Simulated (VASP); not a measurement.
Wanted: the native input for a VASP 6.6.1 run.

```
Task                   : single point
Functional             : revPBE
Potentials or basis    : VASP PAW PBE potentials, release 64 (K_sv)
Cutoff                 : 520 eV
k mesh                 : 6 × 6 × 6
Occupations            : fermi-dirac, width 0.1 eV
Spin                   : no spin polarisation
Dipole correction      : no
Further INCAR settings : ALGO = Normal; EDIFF = 1e-06; NBANDS = 16
```

The structure of K lies in POSCAR:

```
K
1.0
    0.0000000000      4.8261373897      4.8261373897
    4.8261373897      0.0000000000      4.8261373897
    4.8261373897      4.8261373897      0.0000000000
K
2
Direct
    0.1250000000      0.1250000000      0.1250000000
    0.8750000000      0.8750000000      0.8750000000
```

This isn't the form of K at room conditions, which is bcc.

The input as run:

INCAR

```
ALGO = Normal ; EDIFF = 1E-6
ENCUT = 520 ; GGA = RE
ISIF = 2 ; ISMEAR = -1
LASPH = True ; LCHARG = False
LREAL = False ; LWAVE = False
NBANDS = 16 ; NELM = 80
PREC = Accurate ; SIGMA = 0.1
```

KPOINTS

```
k-points
0
Gamma
  6 6 6
```

Potentials or basis: VASP PAW PBE potentials, release 64 (K_sv).

The run is started by

```sh
$ cat potpaw_PBE.64/K_sv/POTCAR > POTCAR
$ mpirun -np 1 vasp_std > vasp.out
```

It gave:

| Item | Value |
| --- | --- |
| Pressure | 0.1 GPa |
| Band gap on the k mesh | zero (bands 9 and 10 overlap by 0.30 eV) |

Caveat: the PAW data sets were made with another functional, which shifts forces and pressure a little.

It took 38 s on 1 thread of Intel(R) Xeon(R) 6975P-C (Granite Rapids), on a shared host, peak memory 0.38 GiB.
